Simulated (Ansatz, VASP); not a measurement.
**One calculation of CuRh2, two programs**

Contents of INCAR:

```
SYSTEM = CuRh2
PREC     = Accurate       ! precision mode
ENCUT    = 600            ! plane-wave cutoff, eV
EDIFF    = 1E-7           ! SCF threshold, eV
ISMEAR   = 0              ! smearing method
SIGMA    = 0.1            ! smearing width, eV
LREAL    = .FALSE.        ! projectors in reciprocal space
LASPH    = .TRUE.         ! aspherical terms in the spheres
NELM     = 80             ! most SCF steps
ALGO     = Fast           ! electronic algorithm
ISIF     = 3              ! what is computed and relaxed
LWAVE    = .FALSE.        ! write WAVECAR
LCHARG   = .FALSE.        ! write CHGCAR
GGA      = PE             ! functional
IBRION   = 2              ! ionic algorithm
NSW      = 100            ! ionic steps
EDIFFG   = -0.01          ! ionic threshold
```

The input KPOINTS:

```
regular mesh
0
G
  14 14 14
  0 0 0
```

POSCAR

```
CuRh2
1.0
    0.0000000000      2.8428815874      2.8428815874
    2.8428815874      0.0000000000      2.8428815874
    2.8428815874      2.8428815874      0.0000000000
Cu Rh
1 2
Direct
    0.0000000000      0.0000000000      0.0000000000
    0.2500000000      0.2500000000      0.2500000000
    0.7500000000      0.7500000000      0.7500000000
```

Input for Ansatz:

```yaml
crystal:
  lattice:
    - [0.0, 2.8428815874, 2.8428815874]
    - [2.8428815874, 0.0, 2.8428815874]
    - [2.8428815874, 2.8428815874, 0.0]
  atoms:
    - { symbol: Cu, position: [0.0, 0.0, 0.0] }
    - { symbol: Rh, position: [0.25, 0.25, 0.25] }
    - { symbol: Rh, position: [0.75, 0.75, 0.75] }
basis:
  ecutwfc: 420
kpoints:
  mp_grid: { grid: [14, 14, 14] }
hamiltonian:
  xc: pbe
scf:
  occupations: { method: gaussian, width: 0.1 }
output:
  forces: true
  stress: true
  eigenvalues: true
relax:
  adjacent_minimum: "off"
  f_tol: 0.01
  max_steps: 80
  cell: { stress_tol: 0.05 }
```

Alike in both runs: task relaxation of cell and atoms; functional PBE; k mesh 14 × 14 × 14; occupations gaussian, width 0.1 eV; no spin polarisation.

|  | VASP | Ansatz |
| --- | --- | --- |
| version | VASP 6.6.1 | Ansatz 0.2.0 |
| potentials or method | VASP PAW PBE potentials, release 64 (Cu, Rh_pv), cutoff 600 eV | scalar-relativistic, plane waves, PAW |
| valence electrons in the cell | 41 | 53 |

```csv
,VASP,Ansatz,Ansatz less VASP
"gap on the k mesh at the Fermi level, each at its own relaxed structure (eV)",none,none,-
relaxed volume (Å³/atom),15.38,15.37,-0.010
relaxed cell length with the largest relative difference (Å),4.026,4.025,-0.0009
```

A gap of «none» marks a metal or a gap that the smearing closes. VASP's potentials hold 41 valence electrons a cell and Ansatz's 53, so a difference there can come from the potentials and not from the codes.
